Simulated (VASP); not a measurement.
# BaTiO3 (R3m) in VASP: notebook

BaTiO3 is run at these levels: PBE; tasks: single point, relaxation of cell and atoms.

All numbers are computed with VASP 6.6.1; they aren't measurements. Logs are shortened: lines on timing, memory, paths and dates and some standing lists are left out, and cuts for length are marked.

**1. The cell of the first run**

Symmetry: R3m, No. 160, trigonal system. The conventional cell has a = 5.540 Å, b = 5.540 Å, c = 6.786 Å, α = 90.00°, β = 90.00°, γ = 120.00°. Ba (site symmetry 3m) has 12 O at 2.75 to 2.79 Å and 8 Ti at 3.37 to 3.41 Å within 3.6 Å. Ti (site symmetry 3m) has 6 O at 1.93 to 1.99 Å within 2.6 Å. Within 2.6 Å of O (site symmetry m) lie 2 Ti at 1.93 to 1.99 Å.

**2. Single point, PBE**

The input, INCAR:

```
PREC     = Accurate       # precision mode
ENCUT    = 520            # plane-wave cutoff, eV
EDIFF    = 1E-7           # SCF threshold, eV
ISMEAR   = 0              # smearing method
SIGMA    = 0.02           # smearing width, eV
LREAL    = F              # projectors in reciprocal space
LASPH    = T              # aspherical terms in the spheres
NELM     = 60             # most SCF steps
ALGO     = Normal         # electronic algorithm
ISIF     = 2              # what is computed and relaxed
LWAVE    = F              # write WAVECAR
LCHARG   = F              # write CHGCAR
GGA      = PE             # functional
NBANDS   = 28             # bands
```

The input, KPOINTS:

```
Automatic mesh
0
Gamma
  6 6 6
```

The input, POSCAR:

```
BaTiO3
1.0
    2.7698706337      1.5991855560      2.2620695777
   -2.7698706337      1.5991855560      2.2620695777
    0.0000000000     -3.1983711119      2.2620695777
Ba Ti O
1 1 3
Direct
   -0.0045168154     -0.0045168154     -0.0045168154
    0.4986226910      0.4986226910      0.4986226910
    0.4925824458      0.9918302329      0.4925824458
    0.4925824458      0.4925824458      0.9918302329
    0.9918302329      0.4925824458      0.4925824458
```

Potentials or basis: VASP PAW PBE potentials, release 64 (Ba_sv, Ti_sv, O).

Command:

```console
> cat potpaw_PBE.64/Ba_sv/POTCAR potpaw_PBE.64/Ti_sv/POTCAR potpaw_PBE.64/O/POTCAR > POTCAR
> mpirun -np 1 vasp_std > vasp.out
```

OUTCAR:

```text
PREC = Accurate
   ENCUT = 520
   EDIFF = 1E-7
   ISMEAR = 0
   LREAL = F
   LASPH = T
   NELM = 60
   ISIF = 2
   GGA = PE

 ion  position               nearest neighbor table
   1  0.995  0.995  0.995-   3 2.75   5 2.75   4 2.75   3 2.77   5 2.77   5 2.77   3 2.77   4 2.77
                             4 2.77   5 2.79   3 2.79   4 2.79   2 3.37   2 3.39   2 3.39   2 3.39
   2  0.499  0.499  0.499-   4 1.93   3 1.93   5 1.93   4 1.99   3 1.99   5 1.99   1 3.37   1 3.39
                             1 3.39   1 3.39   1 3.40   1 3.40   1 3.40   1 3.41
   3  0.493  0.992  0.493-   2 1.93   2 1.99   1 2.75   1 2.77   1 2.77   1 2.79
   4  0.493  0.493  0.992-   2 1.93   2 1.99   1 2.75   1 2.77   1 2.77   1 2.79
   5  0.992  0.493  0.493-   2 1.93   2 1.99   1 2.75   1 2.77   1 2.77   1 2.79

  LATTYP: Found a trigonal (rhomboedric) cell.
 ALAT       =     3.9174655767
 COS(alpha) =     0.0001413928

  Lattice vectors:

 A1 = (   2.7698706337,   1.5991855560,   2.2620695777)
 A2 = (  -2.7698706337,   1.5991855560,   2.2620695777)
 A3 = (   0.0000000000,  -3.1983711119,   2.2620695777)

Analysis of symmetry for initial positions (statically):
=====================================================================
 Subroutine PRICEL returns:
 Original cell was already a primitive cell.

 Routine SETGRP: Setting up the symmetry group for a
 trigonal (rhombohedral) supercell.

 Subroutine GETGRP returns: Found  6 space group operations
 (whereof  6 operations were pure point group operations)
 out of a pool of 12 trial point group operations.

The static configuration has the point symmetry C_3v.

Analysis of symmetry for dynamics (positions and initial velocities):
=====================================================================
 Subroutine PRICEL returns:
 Original cell was already a primitive cell.

 Routine SETGRP: Setting up the symmetry group for a
 trigonal (rhombohedral) supercell.

 Subroutine GETGRP returns: Found  6 space group operations
 (whereof  6 operations were pure point group operations)
 out of a pool of 12 trial point group operations.

The dynamic configuration has the point symmetry C_3v.

 Subroutine INISYM returns: Found  6 space group operations
 (whereof  6 operations are pure point group operations),
 and found     1 'primitive' translations

----------------------------------------------------------------------------------------

                                     Primitive cell

  volume of cell :      60.1195

  direct lattice vectors                    reciprocal lattice vectors
     2.769870634  1.599185556  2.262069578     0.180513846  0.104219717  0.147357684
    -2.769870634  1.599185556  2.262069578    -0.180513846  0.104219717  0.147357684
     0.000000000 -3.198371112  2.262069578     0.000000000 -0.208439435  0.147357684

  length of vectors
     3.917465577  3.917465577  3.917465577     0.255267085  0.255267085  0.255267085

  position of ions in fractional coordinates (direct lattice)
     0.995483185  0.995483185  0.995483185
     0.498622691  0.498622691  0.498622691
     0.492582446  0.991830233  0.492582446
     0.492582446  0.492582446  0.991830233
     0.991830233  0.492582446  0.492582446

  ion indices of the primitive-cell ions
   primitive index   ion index
                 1           1
                 2           2
                 3           3
                 4           4
                 5           5

----------------------------------------------------------------------------------------

 KPOINTS: Automatic mesh

Automatic generation of k-mesh.
 Grid dimensions read from file:
 generate k-points for:    6    6    6

 Generating k-lattice:

  Cartesian coordinates                     Fractional coordinates (reciprocal lattice)
     0.030085641  0.017369953  0.024559614     0.166666667  0.000000000  0.000000000
    -0.030085641  0.017369953  0.024559614     0.000000000  0.166666667  0.000000000
     0.000000000 -0.034739906  0.024559614     0.000000000  0.000000000  0.166666667

  Length of vectors
     0.042544514  0.042544514  0.042544514

  Shift w.r.t. Gamma in fractional coordinates (k-lattice)
     0.000000000  0.000000000  0.000000000

 Subroutine IBZKPT returns following result:
 ===========================================

 Found     32 irreducible k-points:

 Following reciprocal coordinates:
            Coordinates               Weight
  0.000000  0.000000  0.000000      1.000000
  0.166667  0.000000 -0.000000      6.000000
  0.333333  0.000000  0.000000      6.000000
  0.500000  0.000000 -0.000000      3.000000
  0.166667  0.166667 -0.000000      6.000000
  0.333333  0.166667  0.000000     12.000000
[... 16 lines left out ...]
  0.500000  0.500000  0.166667      6.000000
 -0.333333  0.500000  0.166667     12.000000
 [... further k-points ...]
   k-points           NKPTS =     32   k-points in BZ     NKDIM =     32   number of bands    NBANDS=     28
   number of dos      NEDOS =    301   number of ions     NIONS =      5
   total plane-waves  NPLWV =  27000
   dimension x,y,z NGX =    30 NGY =   30 NGZ =   30
   dimension x,y,z NGXF=    60 NGYF=   60 NGZF=   60
   ions per type =               1   1   3
   NGX,Y,Z   is equivalent  to a cutoff of  12.73, 12.73, 12.73 a.u.
   NGXF,Y,Z  is equivalent  to a cutoff of  25.46, 25.46, 25.46 a.u.
 SYSTEM =  unknown system
   PREC   = accura    normal or accurate (medium, high low for compatibility)
   ISTART =      0    job   : 0-new  1-cont  2-samecut
   ICHARG =      2    charge: 1-file 2-atom 10-const
   ISPIN  =      1    spin polarized calculation?
   LNONCOLLINEAR =      F non collinear calculations
   LSORBIT =      F    spin-orbit coupling
   LASPH  =      T    aspherical Exc in radial PAW
   ENCUT  =  520.0 eV  38.22 Ry    6.18 a.u.   7.28  7.28  7.28*2*pi/ulx,y,z
   NELM   =     60;   NELMIN=  2; NELMDL= -5     # of ELM steps
   EDIFF  = 0.1E-06   stopping-criterion for ELM
   LREAL  =      F    real-space projection
   EDIFFG = 0.1E-05   stopping-criterion for IOM
   NSW    =      0    number of steps for IOM
   IBRION =     -1    ionic relax: 0-MD 1-quasi-New 2-CG
   NFREE  =      0    steps in history (QN), initial steepest desc. (CG)
   ISIF   =      2    stress and relaxation
   ISYM   =      2    0-nonsym 1-usesym 2-fastsym
   POTIM  = 0.5000    time-step for ionic-motion
   TEBEG  =    0.0;   TEEND  =   0.0 temperature during run
   PSTRESS=    0.0 pullay stress
   NELECT =      40.0000    total number of electrons
   NUPDOWN=      -1.0000    fix difference up-down
   EMIN   =  10.00;   EMAX   =-10.00  energy-range for DOS
   EFERMI =   0.00;   METHOD = LEGACY
   ISMEAR =     0;   SIGMA  =   0.02  broadening in eV -4-tet -1-fermi 0-gaus
   EFERMI_NEDOS =   21; number of points for ismear=-14 and -15
   IALGO  =     38    algorithm
   IMIX   =      4    mixing-type and parameters
     AMIX     =   0.40;   BMIX     =  1.00
     AMIX_MAG =   1.60;   BMIX_MAG =  1.00
  volume/ion in A,a.u.               =      12.02        81.14
  Fermi-wavevector in a.u.,A,eV,Ry     =   1.429189  2.700775 27.791002  2.042581
  Thomas-Fermi vector in A             =   2.549170
   LORBIT       =      0    0 simple, 1 ext, 2 COOP (PROOUT), +10 PAW based schemes
   GGA     = PE    functional components
   LHFCALC =     F    Hartree Fock is set to
   AEXX    =    0.0000 exact exchange contribution
   IVDW    =     0    specifies the selected vdW correction
   LEPSILON=     F    determine dielectric tensor
   LRPA    =     F    only Hartree local field effects (RPA)
 non-spin polarized calculation
 Gauss-broadening in eV      SIGMA  =   0.02
  energy-cutoff  :      520.00
  volume of cell :       60.12
 maximum number of plane-waves:      1647
 NGX is ok and might be reduce to    30
   NGX = 15   NGY = 15   NGZ = 15

 number of electron      39.9999982 magnetization

 Free energy of the ion-electron system (eV)
  ---------------------------------------------------
  ext. energy  EPLUGINS =         0.00000000
  ---------------------------------------------------
  free energy    TOTEN  =       -39.70759397 eV

  energy without entropy =      -39.70759397  energy(sigma->0) =      -39.70759397

 E-fermi :   4.6359     XC(G=0): -11.6029

 val. band max:        4.3439290395   @ k =   0.5000   0.5000   0.5000
 cond. band min:       6.2506328791   @ k =   0.0000   0.0000   0.0000
 fundamental gap:      1.9067038397
 Fermi energy:         4.6358776427

 k-point     1 :       0.0000    0.0000    0.0000
  band No.  band energies     occupation
      1     -52.0009      2.00000
      2     -28.2530      2.00000
      3     -28.2530      2.00000
      4     -28.2524      2.00000
      5     -20.3372      2.00000
      6     -12.6850      2.00000
[... 20 lines left out ...]
     27       9.4710      0.00000
     28      12.4666      0.00000

 k-point     2 :       0.1667    0.0000   -0.0000
  band No.  band energies     occupation
      1     -52.0005      2.00000
      2     -28.2711      2.00000
      3     -28.2523      2.00000
      4     -28.2519      2.00000
      5     -20.2957      2.00000
      6     -12.7316      2.00000
[... 20 lines left out ...]
     27      10.0569      0.00000
     28      13.1415      0.00000

 k-point     3 :       0.3333    0.0000    0.0000
  band No.  band energies     occupation
      1     -51.9997      2.00000
      2     -28.3075      2.00000
      3     -28.2508      2.00000
      4     -28.2504      2.00000
      5     -20.2104      2.00000
      6     -12.9305      2.00000
[... 20 lines left out ...]
     27      11.4315      0.00000
     28      12.9231      0.00000

 k-point     4 :       0.5000    0.0000   -0.0000
  band No.  band energies     occupation
      1     -51.9994      2.00000
      2     -28.3255      2.00000
      3     -28.2501      2.00000
      4     -28.2497      2.00000
      5     -20.1664      2.00000
      6     -13.0504      2.00000
[... 578 lines left out ...]
     27      12.1414      0.00000
     28      13.3010      0.00000

 k-point    23 :       0.5000    0.5000    0.1667
  band No.  band energies     occupation
      1     -51.9975      2.00000
      2     -28.3195      2.00000
      3     -28.3191      2.00000
      4     -28.2647      2.00000
      5     -20.0424      2.00000
      6     -12.2273      2.00000
[... 20 lines left out ...]
     27      13.2585      0.00000
     28      13.6362      0.00000

 k-point    24 :      -0.3333    0.5000    0.1667
  band No.  band energies     occupation
      1     -51.9979      2.00000
      2     -28.3206      2.00000
      3     -28.3020      2.00000
      4     -28.2654      2.00000
      5     -20.0676      2.00000
      6     -12.4279      2.00000
[... 20 lines left out ...]
     27      12.8727      0.00000
     28      13.3659      0.00000

 [... further k-points ...]

------------------------ aborting loop because EDIFF is reached ----------------------------------------

  FORCE on cell =-STRESS in cart. coord.  units (eV):
  Direction    XX          YY          ZZ          XY          YZ          ZX
  --------------------------------------------------------------------------------------
  -------------------------------------------------------------------------------------
  Total        6.5056684      6.5056684      6.4993378      0.0000000      0.0000000      0.0000000
  in kB      173.3751911    173.3751911    173.2064817      0.0000000      0.0000000      0.0000000
  external PRESSURE =     173.3189546 kB  Pullay stress =       0.0000000 kB

 VOLUME and BASIS-vectors are now :
 -----------------------------------------------------------------------------
  energy-cutoff  :      520.00
  volume of cell :       60.12
      direct lattice vectors                 reciprocal lattice vectors
     2.769870634  1.599185556  2.262069578     0.180513846  0.104219717  0.147357684
    -2.769870634  1.599185556  2.262069578    -0.180513846  0.104219717  0.147357684
     0.000000000 -3.198371112  2.262069578     0.000000000 -0.208439435  0.147357684

 POSITION                                       TOTAL-FORCE (eV/Angst)
 -----------------------------------------------------------------------------------
      0.00000      0.00000      6.75556        -0.000000     -0.000000     -0.010125
      0.00000      0.00000      3.38376        -0.000000     -0.000000     -0.014463
     -1.38285      0.79839      4.47210        -0.004392      0.002536      0.008196
      0.00000     -1.59678      4.47210        -0.000000     -0.005072      0.008196
      1.38285      0.79839      4.47210         0.004392      0.002536      0.008196
 -----------------------------------------------------------------------------------
    total drift:                                0.000000      0.000000     -0.000477

  FREE ENERGIE OF THE ION-ELECTRON SYSTEM (eV)
  ---------------------------------------------------
  free  energy   TOTEN  =       -39.7075939719 eV

  energy  without entropy=      -39.7075939719  energy(sigma->0) =      -39.70759397
```

It took 85 s on 1 thread of AMD EPYC 7R13, shared host; peak memory 0.18 GiB.

What came out:

```yaml
Free_energy: -39.7076 eV
Pressure: 17.3 GPa
Largest_force: 0.014 eV/Å
Band_gap_on_the_k_mesh: 1.91 eV, indirect (least direct gap 2.00 eV)
```

Forces in eV/Å, atoms in the order of the input:
```
Ba   0.000  0.000 -0.010
Ti   0.000  0.000 -0.014
O   -0.004  0.003  0.008
O    0.000 -0.005  0.008
O    0.004  0.003  0.008
```

Caveat: spin-orbit coupling is left out, which moves the levels of the heavy elements. PBE gaps usually lie below the measured ones, often by a third to a half.

**3. Single point, PBE**

This run uses another cell than the first one, of 12.52 Å³/atom, 1.041 times its volume.

The input, INCAR:

```
PREC = Accurate
ENCUT = 520
EDIFF = 1E-6
ISMEAR = 0
SIGMA = 0.02
LREAL = False
LASPH = True
NELM = 80
ALGO = Normal
ISIF = 2
LWAVE = False
LCHARG = True
GGA = PE
LELF = True
LVHAR = True
NBANDS = 28
```

KPOINTS is that of step 2.

The input, POSCAR:

```
BaTiO3
1.0
    2.8056212963      1.6198262107      2.2959343742
   -2.8056212963      1.6198262107      2.2959343742
    0.0000000000     -3.2396524213      2.2959343742
Ba Ti O
1 1 3
Direct
   -0.0012205863     -0.0012205863     -0.0012205863
    0.5083315437      0.5083315437      0.5083315437
    0.4894097241      0.9851705945      0.4894097241
    0.4894097241      0.4894097241      0.9851705945
    0.9851705945      0.4894097241      0.4894097241
```

Potentials or basis: VASP PAW PBE potentials, release 64 (Ba_sv, Ti_sv, O).

Command:

```console
> cat potpaw_PBE.64/Ba_sv/POTCAR potpaw_PBE.64/Ti_sv/POTCAR potpaw_PBE.64/O/POTCAR > POTCAR
> mpirun -np 1 vasp_std > vasp.out
```

Wall time 93 s (1 thread of AMD EPYC 7R13, shared host); peak memory 0.18 GiB.

It converged, with:

```
Free energy            : -39.9150 eV
Pressure               : 10.0 GPa
Largest force          : 0.050 eV/Å
Band gap on the k mesh : 2.16 eV, indirect (least direct gap 2.43 eV)
```

Forces on the atoms (eV/Å):
```
Ba   0.000  0.000 -0.030
Ti   0.000  0.000 -0.050
O   -0.016  0.009  0.027
O    0.000 -0.019  0.027
O    0.016  0.009  0.027
```

Levels at points of the mesh, in eV from the valence-band top:
```tsv
k point	band 17	band 18	band 19	band 20	band 21	band 22	band 23	band 24
(0.00, 0.00, 0.00)	-1.12	-0.37	-0.27	-0.27	2.16	2.16	2.26	4.39
(0.50, 0.00, 0.00)	-1.79	-1.72	-0.86	-0.78	2.34	3.76	3.83	4.38
(0.50, 0.50, 0.00)	-1.65	-0.87	-0.84	-0.10	3.81	3.82	4.19	5.11
(0.50, 0.50, 0.50)	-2.35	-0.01	-0.01	0.00	4.39	4.48	4.48	6.77
```

Caveat: spin-orbit coupling is left out, which moves the levels of the heavy elements.

**4. Single point, PBE**

This run uses another cell than the first one, of 13.01 Å³/atom, 1.082 times its volume.

The input, INCAR:

```
SYSTEM = BaTiO3
PREC = Accurate
ENCUT = 520
EDIFF = 1E-7
ISMEAR = 0
SIGMA = 0.02
LREAL = .FALSE.
LASPH = .TRUE.
NELM = 100
ALGO = Normal
ISIF = 2
LWAVE = .FALSE.
LCHARG = .FALSE.
GGA = PE
NBANDS = 28
```

The input, KPOINTS:

```
Automatic mesh
0
G
  6 6 6
  0 0 0
```

The input, POSCAR:

```
BaTiO3
1.0
    2.8387247954      1.6389385248      2.3298372614
   -2.8387247954      1.6389385248      2.3298372614
    0.0000000000     -3.2778770496      2.3298372614
Ba Ti O
1 1 3
Direct
    0.0013715972      0.0013715972      0.0013715972
    0.5140928986      0.5140928986      0.5140928986
    0.4878301514      0.9799762015      0.4878301514
    0.4878301514      0.4878301514      0.9799762015
    0.9799762015      0.4878301514      0.4878301514
```

Command:

```console
> cat potpaw_PBE.64/Ba_sv/POTCAR potpaw_PBE.64/Ti_sv/POTCAR potpaw_PBE.64/O/POTCAR > POTCAR
> mpirun -np 1 vasp_std > vasp.out
```

It took 98 s on 1 thread of AMD EPYC 7R13, shared host; peak memory 0.18 GiB.

Results (log left out):

```
Free energy            : -40.0217 eV
Pressure               : 4.7 GPa
Largest force          : 0.074 eV/Å
Band gap on the k mesh : 2.40 eV, indirect (least direct gap 2.83 eV)
```

Forces in eV/Å, atoms in the order of the input:
```
Ba   0.000  0.000 -0.038
Ti   0.000  0.000 -0.074
O   -0.023  0.013  0.037
O    0.000 -0.027  0.037
O    0.023  0.013  0.037
```

Stress tensor (GPa, compression positive):
```
4.76 0.00 0.00
0.00 4.76 0.00
0.00 0.00 4.67
```

Levels at points of the mesh, in eV from the valence-band top:
| k point | band 16 | band 17 | band 18 | band 19 | band 20 | band 21 | band 22 | band 23 | band 24 | band 25 |
| --- | --- | --- | --- | --- | --- | --- | --- | --- | --- | --- |
| (0.00, 0.00, 0.00) | -1.31 | -1.04 | -0.57 | -0.43 | -0.43 | 2.40 | 2.40 | 2.56 | 4.44 | 4.44 |
| (0.50, 0.00, 0.00) | -2.04 | -1.70 | -1.60 | -0.98 | -0.84 | 2.57 | 3.73 | 3.85 | 4.40 | 6.04 |
| (0.50, 0.50, 0.00) | -2.66 | -1.61 | -0.90 | -0.85 | -0.09 | 3.81 | 3.81 | 4.14 | 4.97 | 7.69 |
| (0.50, 0.50, 0.50) | -2.38 | -2.34 | -0.02 | -0.02 | 0.00 | 4.25 | 4.41 | 4.41 | 6.54 | 6.54 |

Caveat: spin-orbit coupling is left out, which moves the levels of the heavy elements. A k mesh can miss the band edges.

[end of part 1 of 2]
